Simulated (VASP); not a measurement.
Wanted: the native input for a VASP 6.6.1 run.

* Task: single point
* Functional: LDA
* Potentials or basis: VASP PAW LDA potentials, release 64 (Pt)
* Cutoff: 520 eV
* k mesh: 22 × 22 × 22
* Occupations: gaussian, width 0.15 eV
* Spin: no spin polarisation
* Dipole correction: no
* Further INCAR settings: ALGO = Normal; EDIFF = 1e-06; NBANDS = 11

The structure of Pt lies in POSCAR:

```
Pt
1.0
    0.0000000000      1.9468328700      1.9468328700
    1.9468328700      0.0000000000      1.9468328700
    1.9468328700      1.9468328700      0.0000000000
Pt
1
Direct
    0.0000000000      0.0000000000      0.0000000000
```

One way to write it, as run:

INCAR

```
SYSTEM = Pt
  PREC = Accurate
  ENCUT = 520
  EDIFF = 1E-6
  ISMEAR = 0
  SIGMA = 0.15
  LREAL = .FALSE.
  LASPH = .TRUE.
  NELM = 60
  ALGO = Normal
  ISIF = 2
  LWAVE = .FALSE.
  LCHARG = .TRUE.
  GGA = CA
  LELF = .TRUE.
  LVHAR = .TRUE.
  NBANDS = 11
```

KPOINTS

```
Automatic mesh
0
G
  22 22 22
  0 0 0
```

Potentials or basis: VASP PAW LDA potentials, release 64 (Pt).

The run is started by

```bash
$ cat potpaw_LDA.64/Pt/POTCAR > POTCAR
$ mpirun -np 1 vasp_std > vasp.out
```

It gave:

* Pressure: 0.9 GPa
* Band gap on the k mesh: zero (bands 5 and 6 overlap by 2.32 eV)

Caveat: spin-orbit coupling is left out, which moves the levels of the heavy elements.

It took 51 s on 1 thread of Intel Xeon 8259CL (shared host), peak memory 0.16 GiB.
